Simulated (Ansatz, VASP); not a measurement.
# One calculation of Ge, two programs

Contents of INCAR:

```
  PREC = Accurate
  ENCUT = 520
  EDIFF = 1E-6
  ISMEAR = -1
  SIGMA = 0.1
  LREAL = F
  LASPH = T
  NELM = 60
  ALGO = Normal
  ISIF = 2
  LWAVE = F
  LCHARG = T
  GGA = RE
  LELF = T
  LVHAR = T
  NBANDS = 21
```

File KPOINTS:

```
Automatic mesh
0
Gamma
  14 14 10
```

Contents of POSCAR:

```
Ge
1.0
   -2.6719083308      2.6748057117      1.4772932288
    2.6748057117     -2.6719083308      1.4772932288
    2.6871561944      2.6871561944     -1.4719866703
Ge
2
Direct
    0.9999091455      0.0000908545      1.0000000000
    0.7500908545      0.2499091455      0.5000000000
```

Input for Ansatz:

```yaml
crystal:
  lattice:
    - [-2.6719083308, 2.6748057117, 1.4772932288]
    - [2.6748057117, -2.6719083308, 1.4772932288]
    - [2.6871561944, 2.6871561944, -1.4719866703]
  atoms:
    - { symbol: Ge, position: [0.9999091455, 9.08545e-05, 1.0] }
    - { symbol: Ge, position: [0.7500908545, 0.2499091455, 0.5] }
hamiltonian:
  xc: revpbe
  pseudopotentials:
    kind: paw
    azcp:
      Ge: "pseudopotentials/Ge.paw.azcp"
basis:
  ecutwfc: 420
  fft_grid_basis: typed
kpoints:
  mp_grid: { grid: [14, 14, 10], shift: [0, 0, 0] }
magnetization:
  spin_polarized: false
scf:
  occupations: { method: fermi_dirac, width: 0.1 }
  lower_state_search: "off"
output:
  stress: true
  write_density: true
  write_potential: true
  elf: true
  volumetric_format: npy
```

Alike in both runs: task single point; functional revPBE; k mesh 14 × 14 × 10; occupations fermi-dirac, width 0.1 eV; no spin polarisation.

|  | VASP | Ansatz |
| --- | --- | --- |
| version | VASP 6.6.1 | Ansatz 0.2.0 |
| potentials or method | VASP PAW PBE potentials, release 64 (Ge_d), cutoff 520 eV | plane waves (420 eV) with PAW, scalar-relativistic |
| valence electrons in the cell | 28 | 28 |

```tsv
	VASP	Ansatz	Ansatz less VASP
pressure (GPa)	-4.3	-4.1	+0.19
traceless stress, the component that is largest in VASP (GPa)	0.33	0.33	-0.004
```

VASP's potentials were made for PBE, not for revPBE.
